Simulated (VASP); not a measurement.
# PtSe2 (P-3m1) in VASP: a series of runs

Runs on PtSe2. Level: PBEsol+D3(BJ). Tasks: single point.

Everything below comes from runs of VASP 6.6.1. Logs are shortened: lines on timing, memory, paths and dates and some standing lists are left out, and cuts for length are marked.

## 1. The cell of the first run

Symmetry: P-3m1, No. 164, trigonal system. The conventional cell has a = 3.501 Å, b = 3.501 Å, c = 5.062 Å, α = 90.00°, β = 90.00°, γ = 120.00°. Pt (site symmetry -3m) has 6 Se at 2.38 Å within 3.1 Å. Within 3.1 Å of Se (site symmetry 3m) lie 3 Pt at 2.38 Å.

## 2. Single point, PBEsol+D3(BJ) (strain -0.0600 x Voigt [1, 1, 0, 0, 0, 0])

Input file INCAR:

```
ALGO = Normal
EDIFF = 1E-7
ENCUT = 520
GGA = PS
ISIF = 2
ISMEAR = 0
IVDW = 12
LASPH = T
LCHARG = F
LREAL = F
LWAVE = F
NBANDS = 18
NELM = 100
PREC = Accurate
SIGMA = 0.15
```

Input file KPOINTS:

```
k-points
0
Gamma
  12 12 10
```

Input file POSCAR:

```
PtSe2
1.0
    3.5005605683      0.0000000000      0.0000000000
   -1.7502802842      3.0315743797      0.0000000000
    0.0000000000      0.0000000000      5.0620000000
Pt Se
1 2
Direct
    0.0000000000      0.0000000000      0.0000000000
    0.3333333333      0.6666666667      0.2500000000
    0.6666666667      0.3333333333      0.7500000000
```

Potentials or basis: VASP PAW PBE potentials, release 64 (Pt, Se).

On the command line:

```console
$ cat potpaw_PBE.64/Pt/POTCAR potpaw_PBE.64/Se/POTCAR > POTCAR
$ mpirun -np 1 vasp_std > vasp.out
```

OUTCAR:

```text
EDIFF = 1E-7
   ENCUT = 520
   GGA = PS
   ISIF = 2
   ISMEAR = 0
   IVDW = 12
   LASPH = T
   LREAL = F
   NELM = 100
   PREC = Accurate
 IVDW          = 12

 ion  position               nearest neighbor table
   1  0.000  0.000  0.000-   2 2.38   3 2.38   3 2.38   2 2.38   3 2.38   2 2.38
   2  0.333  0.667  0.250-   1 2.38   1 2.38   1 2.38
   3  0.667  0.333  0.750-   1 2.38   1 2.38   1 2.38

  LATTYP: Found a hexagonal cell.
 ALAT       =     3.5005605683
 C/A-ratio  =     1.4460541108

  Lattice vectors:

 A1 = (   3.5005605683,   0.0000000000,   0.0000000000)
 A2 = (  -1.7502802842,   3.0315743797,   0.0000000000)
 A3 = (   0.0000000000,   0.0000000000,   5.0620000000)

Analysis of symmetry for initial positions (statically):
=====================================================================
 Subroutine PRICEL returns:
 Original cell was already a primitive cell.

 Routine SETGRP: Setting up the symmetry group for a
 hexagonal supercell.

 Subroutine GETGRP returns: Found 12 space group operations
 (whereof 12 operations were pure point group operations)
 out of a pool of 24 trial point group operations.

The static configuration has the point symmetry D_3d.

Analysis of symmetry for dynamics (positions and initial velocities):
=====================================================================
 Subroutine PRICEL returns:
 Original cell was already a primitive cell.

 Routine SETGRP: Setting up the symmetry group for a
 hexagonal supercell.

 Subroutine GETGRP returns: Found 12 space group operations
 (whereof 12 operations were pure point group operations)
 out of a pool of 24 trial point group operations.

The dynamic configuration has the point symmetry D_3d.

 Subroutine INISYM returns: Found 12 space group operations
 (whereof 12 operations are pure point group operations),
 and found     1 'primitive' translations

----------------------------------------------------------------------------------------

                                     Primitive cell

  volume of cell :      53.7190

  direct lattice vectors                    reciprocal lattice vectors
[... 84 lines left out ...]
   LNONCOLLINEAR =      F non collinear calculations
   LSORBIT =      F    spin-orbit coupling
   LASPH  =      T    aspherical Exc in radial PAW
   ENCUT  =  520.0 eV  38.22 Ry    6.18 a.u.   6.51  6.51  9.41*2*pi/ulx,y,z
   NELM   =    100;   NELMIN=  2; NELMDL= -5     # of ELM steps
   EDIFF  = 0.1E-06   stopping-criterion for ELM
   LREAL  =      F    real-space projection
   EDIFFG = 0.1E-05   stopping-criterion for IOM
   NSW    =      0    number of steps for IOM
   IBRION =     -1    ionic relax: 0-MD 1-quasi-New 2-CG
   NFREE  =      0    steps in history (QN), initial steepest desc. (CG)
   ISIF   =      2    stress and relaxation
   ISYM   =      2    0-nonsym 1-usesym 2-fastsym
   POTIM  = 0.5000    time-step for ionic-motion
   TEBEG  =    0.0;   TEEND  =   0.0 temperature during run
   PSTRESS=    0.0 pullay stress
   NELECT =      22.0000    total number of electrons
   NUPDOWN=      -1.0000    fix difference up-down
   EMIN   =  10.00;   EMAX   =-10.00  energy-range for DOS
   EFERMI =   0.00;   METHOD = LEGACY
   ISMEAR =     0;   SIGMA  =   0.15  broadening in eV -4-tet -1-fermi 0-gaus
   EFERMI_NEDOS =   21; number of points for ismear=-14 and -15
   IALGO  =     38    algorithm
   IMIX   =      4    mixing-type and parameters
     AMIX     =   0.40;   BMIX     =  1.00
     AMIX_MAG =   1.60;   BMIX_MAG =  1.00
  volume/ion in A,a.u.               =      17.91       120.84
  Fermi-wavevector in a.u.,A,eV,Ry     =   1.215737  2.297410 20.109644  1.478017
  Thomas-Fermi vector in A             =   2.351114
   LORBIT       =      0    0 simple, 1 ext, 2 COOP (PROOUT), +10 PAW based schemes
   GGA     = PS    functional components
   LHFCALC =     F    Hartree Fock is set to
   AEXX    =    0.0000 exact exchange contribution
   IVDW    =    12    specifies the selected vdW correction
   LEPSILON=     F    determine dielectric tensor
   LRPA    =     F    only Hartree local field effects (RPA)
 non-spin polarized calculation
 Gauss-broadening in eV      SIGMA  =   0.15
  energy-cutoff  :      520.00
  volume of cell :       53.72
 maximum number of plane-waves:      1483
 NGX is ok and might be reduce to    28
   NGX = 13   NGY = 13   NGZ = 19

 number of electron      22.0000002 magnetization

 Free energy of the ion-electron system (eV)
  ---------------------------------------------------
  ext. energy  EPLUGINS =         0.00000000
  ---------------------------------------------------
  free energy    TOTEN  =       -15.17567919 eV

  energy without entropy =      -15.16952639  energy(sigma->0) =      -15.17260279

 E-fermi :   8.2301     XC(G=0): -11.3912

 val. band max:        8.2229911952   @ k =   0.0000   0.0000   0.1000
 cond. band min:       8.2519252834   @ k =  -0.2500  -0.4167   0.1000
 fundamental gap:      0.0289340882
 Fermi energy:         8.2301095769

 k-point     1 :       0.0000    0.0000    0.0000
  band No.  band energies     occupation
      1      -8.7562      2.00000
      2      -5.3923      2.00000
      3      -0.3527      2.00000
      4       0.6823      2.00000
      5       0.6823      2.00000
      6       3.3305      2.00000
[... 481 lines left out ...]
      5       0.9903      2.00000
      6       2.7368      2.00000
[... 10 lines left out ...]
     17      16.9283      0.00000
     18      17.1958      0.00000

 [... further k-points ...]

------------------------ aborting loop because EDIFF is reached ----------------------------------------

 Edisp (eV)   -1.45217

 E8    (eV) :    -0.9448

  FORCE on cell =-STRESS in cart. coord.  units (eV):
  Direction    XX          YY          ZZ          XY          YZ          ZX
  --------------------------------------------------------------------------------------
  -------------------------------------------------------------------------------------
  Total       9.49614     9.49614     5.03358    -0.00000     0.00000     0.00000
  in kB     283.22379   283.22379   150.12719    -0.00000     0.00000     0.00000
  external pressure =      238.86 kB  Pullay stress =        0.00 kB

 VOLUME and BASIS-vectors are now :
 -----------------------------------------------------------------------------
  energy-cutoff  :      520.00
  volume of cell :       53.72
      direct lattice vectors                 reciprocal lattice vectors
     3.500560568  0.000000000  0.000000000     0.285668532  0.164930804  0.000000000
    -1.750280284  3.031574380  0.000000000     0.000000000  0.329861608  0.000000000
     0.000000000  0.000000000  5.062000000     0.000000000  0.000000000  0.197550375

 POSITION                                       TOTAL-FORCE (eV/Angst)
 -----------------------------------------------------------------------------------
      0.00000      0.00000      0.00000        -0.000000      0.000000      0.000000
     -0.00000      2.02105      1.26550         0.000000     -0.000000      2.252211
      1.75028      1.01052      3.79650        -0.000000      0.000000     -2.252211
 -----------------------------------------------------------------------------------
    total drift:                               -0.000000     -0.000000     -0.000000

  FREE ENERGIE OF THE ION-ELECTRON SYSTEM (eV)
  ---------------------------------------------------
  free  energy   TOTEN  =       -16.6278525217 eV

  energy  without entropy=      -16.6216997307  energy(sigma->0) =      -16.62477613
```

It took 4.4 min on 1 thread of Intel Xeon 8259CL, shared host; peak memory 0.31 GiB.

Results:

```yaml
Free_energy: -16.6279 eV
Pressure: 23.9 GPa
Largest_force: 2.252 eV/Å
Band_gap_on_the_k_mesh: zero (bands 11 and 12 overlap by 0.22 eV)
Dispersion_energy_per_atom: -0.484 eV
```

Forces in eV/Å, atoms in the order of the input:
```
Pt   0.000  0.000  0.000
Se   0.000  0.000  2.252
Se   0.000  0.000 -2.252
```

Caveat: the cell differs from its parent crystal (strain -0.0600 x Voigt [1, 1, 0, 0, 0, 0]); the stress differs along the axes, from 15 to 28 GPa; the PAW data sets were made with another functional, which shifts forces and pressure a little; spin-orbit coupling is left out, which moves the levels of the heavy elements.

## 3. Single point, PBEsol+D3(BJ) (strain -0.0450 x Voigt [1, 1, 0, 0, 0, 0])

Input file INCAR:

```
PREC = Accurate
ENCUT = 520
EDIFF = 1E-6
ISMEAR = 0
SIGMA = 0.15
LREAL = False
LASPH = True
NELM = 60
ALGO = Normal
ISIF = 2
LWAVE = False
LCHARG = False
GGA = PS
IVDW = 12
NBANDS = 18
```

Input file KPOINTS:

```
regular mesh
0
Gamma
  12 12 10
```

Input file POSCAR:

```
PtSe2
1.0
    3.5564205774      0.0000000000      0.0000000000
   -1.7782102887      3.0799505666      0.0000000000
    0.0000000000      0.0000000000      5.0620000000
Pt Se
1 2
Direct
    0.0000000000      0.0000000000      0.0000000000
    0.3333333333      0.6666666667      0.2500000000
    0.6666666667      0.3333333333      0.7500000000
```

Potentials or basis: VASP PAW PBE potentials, release 64 (Pt, Se).

On the command line:

```console
$ cat potpaw_PBE.64/Pt/POTCAR potpaw_PBE.64/Se/POTCAR > POTCAR
$ mpirun -np 1 vasp_std > vasp.out
```

OUTCAR:

```text
PREC = Accurate
   ENCUT = 520
   EDIFF = 1E-6
   ISMEAR = 0
   LREAL = False
   LASPH = True
   NELM = 60
   ISIF = 2
   GGA = PS
   IVDW = 12
 IVDW          = 12

 ion  position               nearest neighbor table
   1  0.000  0.000  0.000-   2 2.41   3 2.41   3 2.41   2 2.41   3 2.41   2 2.41
   2  0.333  0.667  0.250-   1 2.41   1 2.41   1 2.41
   3  0.667  0.333  0.750-   1 2.41   1 2.41   1 2.41

  LATTYP: Found a hexagonal cell.
 ALAT       =     3.5564205774
 C/A-ratio  =     1.4233412190

  Lattice vectors:

 A1 = (   3.5564205774,   0.0000000000,   0.0000000000)
 A2 = (  -1.7782102887,   3.0799505666,   0.0000000000)
 A3 = (   0.0000000000,   0.0000000000,   5.0620000000)

Analysis of symmetry for initial positions (statically):
=====================================================================
 Subroutine PRICEL returns:
 Original cell was already a primitive cell.

 Routine SETGRP: Setting up the symmetry group for a
 hexagonal supercell.

 Subroutine GETGRP returns: Found 12 space group operations
 (whereof 12 operations were pure point group operations)
 out of a pool of 24 trial point group operations.

The static configuration has the point symmetry D_3d.

Analysis of symmetry for dynamics (positions and initial velocities):
=====================================================================
 Subroutine PRICEL returns:
 Original cell was already a primitive cell.

 Routine SETGRP: Setting up the symmetry group for a
 hexagonal supercell.

 Subroutine GETGRP returns: Found 12 space group operations
 (whereof 12 operations were pure point group operations)
 out of a pool of 24 trial point group operations.

The dynamic configuration has the point symmetry D_3d.

 Subroutine INISYM returns: Found 12 space group operations
 (whereof 12 operations are pure point group operations),
 and found     1 'primitive' translations

----------------------------------------------------------------------------------------
[... 116 lines left out ...]
  volume/ion in A,a.u.               =      18.48       124.73
  Fermi-wavevector in a.u.,A,eV,Ry     =   1.202973  2.273290 19.689606  1.447145
  Thomas-Fermi vector in A             =   2.338740
   LORBIT       =      0    0 simple, 1 ext, 2 COOP (PROOUT), +10 PAW based schemes
   GGA     = PS    functional components
   LHFCALC =     F    Hartree Fock is set to
   AEXX    =    0.0000 exact exchange contribution
   IVDW    =    12    specifies the selected vdW correction
   LEPSILON=     F    determine dielectric tensor
   LRPA    =     F    only Hartree local field effects (RPA)
 non-spin polarized calculation
 Gauss-broadening in eV      SIGMA  =   0.15
  energy-cutoff  :      520.00
  volume of cell :       55.45
 maximum number of plane-waves:      1525
 NGX is ok and might be reduce to    28
   NGX = 13   NGY = 13   NGZ = 19

 number of electron      21.9999998 magnetization

 Free energy of the ion-electron system (eV)
  ---------------------------------------------------
  ext. energy  EPLUGINS =         0.00000000
  ---------------------------------------------------
  free energy    TOTEN  =       -15.47853333 eV

  energy without entropy =      -15.47210367  energy(sigma->0) =      -15.47531850

 E-fermi :   7.7479     XC(G=0): -11.2395

 val. band max:        7.7305771644   @ k =   0.3333   0.3333   0.0000
 cond. band min:       7.7721383607   @ k =  -0.2500  -0.4167   0.1000
 fundamental gap:      0.0415611963
 Fermi energy:         7.7479071021

 k-point     1 :       0.0000    0.0000    0.0000
  band No.  band energies     occupation
      1      -8.9057      2.00000
      2      -5.6742      2.00000
      3      -0.4810      2.00000
      4       0.4679      2.00000
      5       0.4679      2.00000
      6       3.0746      2.00000
[... 481 lines left out ...]
      5       0.7958      2.00000
      6       2.4838      2.00000
[... 10 lines left out ...]
     17      16.3880      0.00000
     18      16.5781      0.00000

 [... further k-points ...]

------------------------ aborting loop because EDIFF is reached ----------------------------------------

 Edisp (eV)   -1.40559

 E8    (eV) :    -0.9143

  FORCE on cell =-STRESS in cart. coord.  units (eV):
  Direction    XX          YY          ZZ          XY          YZ          ZX
  --------------------------------------------------------------------------------------
  -------------------------------------------------------------------------------------
  Total       6.70707     6.70707     3.22813     0.00000     0.00000     0.00000
  in kB     193.80482   193.80482    93.27869     0.00000     0.00000     0.00000
  external pressure =      160.30 kB  Pullay stress =        0.00 kB

 VOLUME and BASIS-vectors are now :
 -----------------------------------------------------------------------------
  energy-cutoff  :      520.00
  volume of cell :       55.45
      direct lattice vectors                 reciprocal lattice vectors
     3.556420577  0.000000000  0.000000000     0.281181592  0.162340268  0.000000000
    -1.778210289  3.079950567  0.000000000     0.000000000  0.324680536  0.000000000
     0.000000000  0.000000000  5.062000000     0.000000000  0.000000000  0.197550375

 POSITION                                       TOTAL-FORCE (eV/Angst)
 -----------------------------------------------------------------------------------
      0.00000      0.00000      0.00000         0.000000      0.000000     -0.000000
     -0.00000      2.05330      1.26550        -0.000000      0.000000      1.666580
      1.77821      1.02665      3.79650         0.000000     -0.000000     -1.666580
 -----------------------------------------------------------------------------------
    total drift:                               -0.000000     -0.000000     -0.000000

  FREE ENERGIE OF THE ION-ELECTRON SYSTEM (eV)
  ---------------------------------------------------
  free  energy   TOTEN  =       -16.8841183547 eV

  energy  without entropy=      -16.8776886875  energy(sigma->0) =      -16.88090352
```

OSZICAR:

```text
N       E                     dE             d eps       ncg     rms          rms(c)
DAV:   1     0.113886318925E+03    0.11389E+03   -0.10249E+04  5872   0.109E+03
DAV:   2    -0.112533490496E+02   -0.12514E+03   -0.12110E+03  7176   0.220E+02
DAV:   3    -0.163355942668E+02   -0.50822E+01   -0.50442E+01  7128   0.440E+01
DAV:   4    -0.163718972121E+02   -0.36303E-01   -0.36288E-01  7172   0.402E+00
DAV:   5    -0.163722459243E+02   -0.34871E-03   -0.34870E-03  7022   0.390E-01    0.170E+01
DAV:   6    -0.156532890548E+02    0.71896E+00   -0.36395E+00  6050   0.183E+01    0.936E+00
DAV:   7    -0.155156132156E+02    0.13768E+00   -0.70728E-01  5970   0.850E+00    0.472E+00
DAV:   8    -0.154798834427E+02    0.35730E-01   -0.46624E-02  6492   0.205E+00    0.785E-01
DAV:   9    -0.154784866457E+02    0.13968E-02   -0.68484E-03  6410   0.710E-01    0.158E-01
DAV:  10    -0.154785394153E+02   -0.52770E-04   -0.74998E-04  6958   0.221E-01    0.609E-02
DAV:  11    -0.154785325470E+02    0.68684E-05   -0.55852E-05  6828   0.743E-02    0.282E-02
DAV:  12    -0.154785333337E+02   -0.78672E-06   -0.67733E-06  6370   0.208E-02
   1 F= -.16884118E+02 E0= -.16880904E+02  d E =-.642967E-02
```

Run time: 3.5 min. Hardware: 1 thread of Intel Xeon 8259CL, shared host; peak memory 0.31 GiB.

Results:

| Property | Result |
| --- | --- |
| Free energy | -16.8841 eV |
| Pressure | 16.0 GPa |
| Largest force | 1.667 eV/Å |
| Band gap on the k mesh | zero (bands 11 and 12 overlap by 0.29 eV) |
| Dispersion energy per atom | -0.469 eV |

Forces on the atoms (eV/Å):
```
Pt   0.000  0.000  0.000
Se   0.000  0.000  1.667
Se   0.000  0.000 -1.667
```

Caveat: the cell differs from its parent crystal (strain -0.0450 x Voigt [1, 1, 0, 0, 0, 0]); the stress differs along the axes, from 9 to 19 GPa; the PAW data sets were made with another functional, which shifts forces and pressure a little; spin-orbit coupling is left out, which moves the levels of the heavy elements.

The gap in the log of VASP goes by the Fermi energy; the results here count the filled bands.